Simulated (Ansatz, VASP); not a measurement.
## H7C2N in VASP and in Ansatz

```
C N H
1.0
    15.15864    0.00000    0.00000
     0.00000   14.50000    0.00000
     0.00000    0.00000   15.00000
C N H
2 1 7
Direct
  0.57860 0.51173 0.52608
  0.41968 0.49515 0.52018
  0.50015 0.51314 0.47003
  0.58637 0.44750 0.56566
  0.57578 0.56960 0.57341
  0.63776 0.52086 0.48482
  0.50650 0.46543 0.42051
  0.42139 0.43030 0.55956
  0.36309 0.49216 0.47461
  0.40808 0.55212 0.56716
```

Alike in both runs: functional PBE; dispersion D3(BJ); k mesh 1 × 1 × 1; occupations gaussian, width 0.005 eV; no spin polarisation.

Ansatz relaxed the structure, and its values are those at the end. VASP's run is a single point on that final structure, the one shown.

|  | VASP | Ansatz |
| --- | --- | --- |
| version | VASP 6.6.1 | Ansatz 0.2.0 |
| potentials or method | VASP PAW PBE potentials, release 64 (C, N, H), cutoff 520 eV | scalar-relativistic, plane waves, PAW |
| valence electrons in the cell | 20 | 20 |

Ansatz gave:

```
gap on the k mesh at the Fermi level (eV) : 4.43
rms of the force components (eV/Å)        : 0.001
```

Q: Estimate VASP's values.

A: gap on the k mesh at the Fermi level (eV): 4.43; rms of the force components (eV/Å): 0.015.
